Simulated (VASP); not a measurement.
Runs of VASP 6.6.1 on ZnS. The structure is that of space group P6_3mc (No. 186), or close to it. The cells are those of the table. 

```tsv
cell	gap on the mesh (eV)	pressure (GPa)	largest force (eV/Å)
a = 3.696, b = 3.696, c = 7.279 Å, angles 90.0, 90.0, 120.0°, 4 atoms	1.01	-4.0	0.05
a = 3.582, b = 3.582, c = 6.641 Å, angles 90.0, 90.0, 120.0°, 4 atoms	1.71	5.6	0.73
a = 3.754, b = 3.754, c = 6.550 Å, angles 90.0, 90.0, 120.0°, 4 atoms	(a)	-2.3	0.24
a = 3.859, b = 3.859, c = 5.963 Å, angles 90.0, 90.0, 120.0°, 4 atoms	(b)	0.8	0.54
a = 3.656, b = 3.656, c = 6.378 Å, angles 90.0, 90.0, 120.0°, 4 atoms	2.11	4.2	0.45
```

Alike in all rows: task single point; level PBEsol; potentials or basis VASP PAW PBE potentials, release 64 (Zn, S); no spin polarisation; k mesh 9 × 9 × 6; cutoff (eV) 520; smearing gaussian 0.05 eV.

Question: Fill in the values left out.

Answer: (a) 1.80; (b) 2.17.

Caveats: the PAW data sets were made with another functional, which shifts forces and pressure a little; the cell stands under pressure (at least some runs); the cell stands under tension (at least some runs); an odd mesh through Γ misses points on the zone boundary, where band edges can lie (at least some runs).
